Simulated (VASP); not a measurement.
## CdSe: single point with PBE

Crystal: CdSe.

```
Cd Se
1.0
     0.00000    3.06778    3.06778
     3.06778    0.00000    3.06778
     3.06778    3.06778    0.00000
Cd Se
1 1
Cartesian
  0.0000 0.0000 0.0000
  1.5339 1.5339 1.5339
```

```
Program                : VASP 6.6.1
Task                   : single point
Functional             : PBE
Potentials or basis    : VASP PAW PBE potentials, release 64 (Cd, Se)
Cutoff                 : 520 eV
k mesh                 : 8 × 8 × 8
Occupations            : fermi-dirac, width 0.02 eV
Spin                   : no spin polarisation
Dipole correction      : no
Further INCAR settings : ALGO = Normal; EDIFF = 1e-07; NBANDS = 16
```

The pressure is 1.7 GPa. The band gap on the k mesh is 0.55 eV, direct.

Levels at points of the mesh, in eV from the valence-band top:
| k point | band 5 | band 6 | band 7 | band 8 | band 9 | band 10 | band 11 | band 12 | band 13 | band 14 |
| --- | --- | --- | --- | --- | --- | --- | --- | --- | --- | --- |
| (0.00, 0.00, 0.00) | -7.50 | -7.50 | 0.00 | 0.00 | 0.00 | 0.55 | 5.93 | 5.93 | 5.93 | 9.68 |
| (0.50, 0.00, 0.00) | -7.48 | -7.23 | -4.24 | -0.71 | -0.71 | 2.36 | 6.44 | 6.44 | 7.35 | 9.98 |
| (0.50, 0.50, 0.00) | -7.45 | -7.17 | -3.96 | -1.77 | -1.77 | 3.19 | 3.73 | 8.99 | 10.06 | 10.06 |

It took 22 s on 1 thread of Intel(R) Xeon(R) Platinum 8488C (Sapphire Rapids) (shared host), peak memory 0.18 GiB.

Expect the measured gap to be larger: semilocal functionals such as PBE lack the derivative discontinuity.
